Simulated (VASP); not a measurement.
Set up this calculation in VASP 6.6.1, as the native input.

| Item | Value |
| --- | --- |
| Task | single point |
| Functional | HSE06 |
| Potentials or basis | VASP PAW PBE potentials, release 64 (Sn_d) |
| Cutoff | 520 eV |
| k mesh | 4 × 4 × 4 |
| Occupations | fermi-dirac, width 0.1 eV |
| Spin | no spin polarisation |
| Dipole correction | no |
| Grid for exact exchange (PRECFOCK) | Normal |
| Further INCAR settings | ALGO = Normal; EDIFF = 1e-06; NBANDS = 21 |
| Share of exact exchange | 0.25 |
| Screening parameter | 0.2079 1/Å |

Sn:

```
CELL_PARAMETERS angstrom
0.00000 3.33605 3.33605
3.33605 0.00000 3.33605
3.33605 3.33605 0.00000
ATOMIC_POSITIONS crystal
Sn 0.00000 0.00000 0.00000
Sn 0.25000 0.25000 0.25000
```

This isn't the form of Sn at room conditions, which is tetragonal (white tin).

One way to write it, as run:

POSCAR

```
Sn
1.0
    0.0000000000      3.3360465928      3.3360465928
    3.3360465928      0.0000000000      3.3360465928
    3.3360465928      3.3360465928      0.0000000000
Sn
2
Direct
    0.0000000000      0.0000000000      0.0000000000
    0.2500000000      0.2500000000      0.2500000000
```

INCAR.step1

```
PREC = Accurate
ENCUT = 520
EDIFF = 1E-5
ISMEAR = -1
SIGMA = 0.1
LREAL = False
LASPH = True
NELM = 100
ALGO = Normal
ISIF = 2
LWAVE = True
LCHARG = False
GGA = PE
NBANDS = 21
```

INCAR.step2

```
PREC = Accurate
ENCUT = 520
EDIFF = 1E-6
ISMEAR = -1
SIGMA = 0.1
LREAL = False
LASPH = True
NELM = 100
ALGO = Normal
ISIF = 2
LWAVE = False
LCHARG = False
GGA = PE
LHFCALC = True
HFSCREEN = 0.2079
PRECFOCK = Normal
ISTART = 1
NBANDS = 21
```

KPOINTS

```
regular mesh
0
Gamma
  4 4 4
```

Potentials or basis: VASP PAW PBE potentials, release 64 (Sn_d).

Launch:

```console
$ cat potpaw_PBE.64/Sn_d/POTCAR > POTCAR
$ cp INCAR.step1 INCAR
$ mpirun -np 1 vasp_std > vasp.out
$ cp INCAR.step2 INCAR
$ mpirun -np 1 vasp_std > vasp.out
```

It gave:

* Pressure: -1.6 GPa
* Band gap on the k mesh: zero (filled and empty bands touch)

Caveat: the k points lie up to 0.41 Å⁻¹ apart; the PAW data sets were made with another functional, which shifts forces and pressure a little; spin-orbit coupling is left out, which moves the levels of the heavy elements.

Wall time 28 min on 1 thread of Intel(R) Xeon(R) Platinum 8375C CPU @ 2.90GHz (Ice Lake), with other jobs on the host, peak memory 0.31 GiB.
